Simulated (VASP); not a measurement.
Here is a VASP 6.6.1 calculation.

Contents of INCAR:

```
ALGO = Normal
EDIFF = 1E-7
ENCUT = 520
GGA = PE
ISIF = 2
ISMEAR = 0
LASPH = True
LCHARG = True
LELF = True
LREAL = False
LVHAR = True
LWAVE = False
NBANDS = 22
NELM = 100
PREC = Accurate
SIGMA = 0.1
```

Contents of KPOINTS:

```
k-points
0
Gamma
  6 6 6
```

Contents of POSCAR:

```
RbCu2
1.0
    0.0000000000      3.7947206386      3.7947206386
    3.7947206386      0.0000000000      3.7947206386
    3.7947206386      3.7947206386      0.0000000000
Rb Cu
1 2
Direct
    0.0000000000      0.0000000000      0.0000000000
    0.2500000000      0.2500000000      0.2500000000
    0.7500000000      0.7500000000      0.7500000000
```

Potentials or basis: VASP PAW PBE potentials, release 64 (Rb_sv, Cu).

Run with:

```sh
$ cat potpaw_PBE.64/Rb_sv/POTCAR potpaw_PBE.64/Cu/POTCAR > POTCAR
$ mpirun -np 1 vasp_std > vasp.out
```

Problem. What does it give for the pressure?

Solution. 0.3 GPa.
